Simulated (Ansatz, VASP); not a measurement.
# Os in VASP and in Ansatz

Contents of INCAR:

```
ALGO = Normal
EDIFF = 1E-6
ENCUT = 600
GGA = PE
GGA_COMPAT = F
ISIF = 2
ISMEAR = -1
LASPH = T
LCHARG = F
LREAL = F
LWAVE = F
NBANDS = 15
NELM = 120
PREC = Accurate
SIGMA = 0.05
```

KPOINTS

```
k-points
0
Gamma
  15 15 9
```

Contents of POSCAR:

```
Os
1.0
    2.7340999755      0.0000000000      0.0000000000
   -1.3670499878      2.3678000353      0.0000000000
    0.0000000000      0.0000000000      4.1901090000
Os
2
Direct
    0.3333333333      0.6666666667      0.2500000000
    0.6666666667      0.3333333333      0.7500000000
```

Input for Ansatz:

```yaml
crystal:
  lattice:
    - [2.7340999755, 0.0, 0.0]
    - [-1.3670499878, 2.3678000353, 0.0]
    - [0.0, 0.0, 4.190109]
  atoms:
    - { symbol: Os, position: [0.3333333333, 0.6666666667, 0.25] }
    - { symbol: Os, position: [0.6666666667, 0.3333333333, 0.75] }
kpoints:
  mp_grid: { grid: [15, 15, 9] }
  band_path:
    path:
      - [0.0, 0.0, 0.0]
      - [0.5, 0.0, 0.0]
      - [0.3333333333, 0.3333333333, 0.0]
      - [0.0, 0.0, 0.0]
      - [0.0, 0.0, 0.5]
      - [0.5, 0.0, 0.5]
      - [0.3333333333, 0.3333333333, 0.5]
      - [0.0, 0.0, 0.5]
      - [0.5, 0.0, 0.5]
    npoints: 5
scf:
  occupations: { method: fermi_dirac, width: 0.05 }
hamiltonian:
  xc: pbe
  pseudopotentials: { kind: all_electron, lapw: { basis_error: 0.0005 } }
output:
  forces: true
  stress: true
  eigenvalues: true
```

Change from the starting cell: zz strain of -3 %.

Alike in both runs: task single point; functional PBE; k mesh 15 × 15 × 9; occupations fermi-dirac, width 0.05 eV; no spin polarisation.

|  | VASP | Ansatz |
| --- | --- | --- |
| version | VASP 6.6.1 | Ansatz 0.2.0 |
| potentials or method | VASP PAW PBE potentials, release 64 (Os), cutoff 600 eV | all-electron LAPW, scalar-relativistic |

|  | VASP | Ansatz | Ansatz less VASP |
| --- | --- | --- | --- |
| pressure (GPa) | 24.7 | 24.1 | -0.57 |
| traceless stress, the component that is largest in VASP (GPa) | 14.71 | 14.85 | +0.142 |

Ansatz ran all-electron here, and VASP with PAW potentials.

Spin-orbit coupling is off throughout.
